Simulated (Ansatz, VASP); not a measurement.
One calculation of PbS, two programs

File POSCAR:

```
PbS
1.0
    2.1404630743      1.2357969321      3.4973414117
   -2.1404630743      1.2357969321      3.4973414117
    0.0000000000     -2.4715938643      3.4973414117
Pb S
1 1
Direct
    0.9805657800      0.9805657800      0.9805657800
    0.4750355500      0.4750355500      0.4750355500
```

Contents of INCAR.step1:

```
ALGO = Normal ; EDIFF = 1E-5
ENCUT = 520 ; GGA = PE
ISIF = 2 ; ISMEAR = -1
LASPH = True ; LREAL = False
LWAVE = True ; NBANDS = 17
NELM = 100 ; PREC = Accurate
SIGMA = 0.05
```

Contents of INCAR.step2:

```
AEXX = 0.25 ; ALGO = Normal
EDIFF = 1E-7 ; ENCUT = 520
GGA = PE ; ISIF = 2
ISMEAR = -1 ; ISTART = 1
LASPH = True ; LCHARG = True
LELF = True ; LHFCALC = True
LREAL = False ; LVHAR = True
LWAVE = False ; NBANDS = 17
NELM = 100 ; PREC = Accurate
PRECFOCK = Normal ; SIGMA = 0.05
```

KPOINTS

```
k-points
0
Gamma
  4 4 4
```

input.yaml

```yaml
crystal:
  lattice:
    - [2.1404630743, 1.2357969321, 3.4973414117]
    - [-2.1404630743, 1.2357969321, 3.4973414117]
    - [0.0, -2.4715938643, 3.4973414117]
  atoms:
    - { symbol: Pb, position: [0.98056578, 0.98056578, 0.98056578] }
    - { symbol: S, position: [0.47503555, 0.47503555, 0.47503555] }
hamiltonian:
  xc: pbe0
  pseudopotentials: { kind: paw }
kpoints:
  mp_grid: { grid: [4, 4, 4] }
scf:
  occupations: { method: fermi_dirac, width: 0.05 }
output:
  forces: true
  stress: true
  eigenvalues: true
  write_density: true
  write_potential: true
  elf: true
  volumetric_format: npy
```

Alike in both runs: task single point; functional PBE0; k mesh 4 × 4 × 4; occupations fermi-dirac, width 0.05 eV; no spin polarisation.

```csv
,VASP,Ansatz
version,VASP 6.6.1,Ansatz 0.2.0
potentials or method,"VASP PAW PBE potentials, release 64 (Pb_d, S)",Ansatz PAW
plane-wave cutoff (eV),520,420
valence electrons in the cell,20,20
```

VASP gave:

| Property | Result |
| --- | --- |
| gap on the k mesh at the Fermi level (eV) | 1.73 |
| least direct gap on the mesh (eV) | 1.73 |
| pressure (GPa) | -2.4 |
| rms of the force components (eV/Å) | 0.024 |

**Question.** What did Ansatz give for the same quantities?

**Answer.** gap on the k mesh at the Fermi level (eV): 1.66; least direct gap on the mesh (eV): 1.66; pressure (GPa): -2.1; rms of the force components (eV/Å): 0.025.

Atom by atom the forces differ by 0.001 eV/Å (rms over components). The functional is the same, so the differences come from potentials, cutoffs and numerics.

The k mesh is coarse, so the values compare programs but aren't converged. Spin-orbit coupling is off throughout.
